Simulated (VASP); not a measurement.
Input of a VASP 6.6.1 run:

File INCAR:

```
SYSTEM = Si3H2C4
  PREC = Accurate
  ENCUT = 520
  EDIFF = 1E-6
  ISMEAR = 0
  SIGMA = 0.05
  LREAL = Auto
  LASPH = .True.
  NELM = 100
  ALGO = Normal
  ISIF = 2
  LWAVE = .False.
  LCHARG = .False.
  LDIPOL = .True.
  IDIPOL = 3
  DIPOL = 0.5 0.5 0.351
  GGA = PS
  NBANDS = 45
```

Contents of KPOINTS:

```
Automatic mesh
0
Gamma
  4 8 1
  0 0 0
```

File POSCAR:

```
Si3H2C4
1.0
    6.1612406585      0.0000000000      0.0000000000
    0.0000000000      3.0806203293      0.0000000000
    0.0000000000      0.0000000000     20.0373883794
C Si H
8 6 4
Direct
    0.5000000000      0.5000000000      0.2321862369
    0.0000000000      0.5000000000      0.2321862369
    0.7500000000      0.0000000000      0.3408993827
    0.2500000000      0.0000000000      0.3408993827
   -0.0150818191      0.5000000000      0.4605582664
    0.5093101860      0.5000000000      0.4417796081
    0.3888672811      0.0000000000      0.5322227582
    0.5916715798      0.0000000000      0.5676066110
    0.2500000000      0.5000000000      0.2865428098
    0.7500000000      0.5000000000      0.2865428098
    0.5032600233      0.0000000000      0.3917444337
   -0.0081909557      0.0000000000      0.4002997253
    0.7062517363      0.5000000000      0.5164266845
    0.2636798878      0.5000000000      0.4980446362
    0.5000000000      0.2248963861      0.1983620084
    0.5000000000      0.7751036139      0.1983620084
    0.0000000000      0.7747262802      0.1982371399
    0.0000000000      0.2252737198      0.1982371399
```

Potentials or basis: VASP PAW PBE potentials, release 64 (C, Si, H).

Run with:

```console
$ cat potpaw_PBE.64/C/POTCAR potpaw_PBE.64/Si/POTCAR potpaw_PBE.64/H/POTCAR > POTCAR
$ mpirun -np 1 vasp_std > vasp.out
```

Task: Estimate the largest force.

Result: 4.104 eV/Å.

Task: Predict the band gap on the k mesh.

Result: Zero (band 30 reaches 1.18 eV, above the bottom of band 31 at 0.74 eV).

Forces in eV/Å, atoms in the order of the input:
```
C    0.006  0.000  0.744
C   -0.002  0.000  0.548
C    0.899  0.000 -0.546
C   -0.911  0.000  0.437
C   -0.004  0.000  0.012
C    0.002  0.000 -0.011
C   -0.056  0.000  4.038
C    0.064  0.000 -4.103
Si  -0.475  0.000 -0.489
Si   0.474  0.000 -0.563
Si  -0.004  0.000  0.002
Si   0.002  0.000 -0.006
Si   0.011  0.000  0.011
Si  -0.016  0.000  0.017
H    0.000 -0.030 -0.024
H    0.000  0.030 -0.024
H    0.005  0.029 -0.022
H    0.005 -0.029 -0.022
```

Caveat: the PAW data sets were made with another functional, which shifts forces and pressure a little.
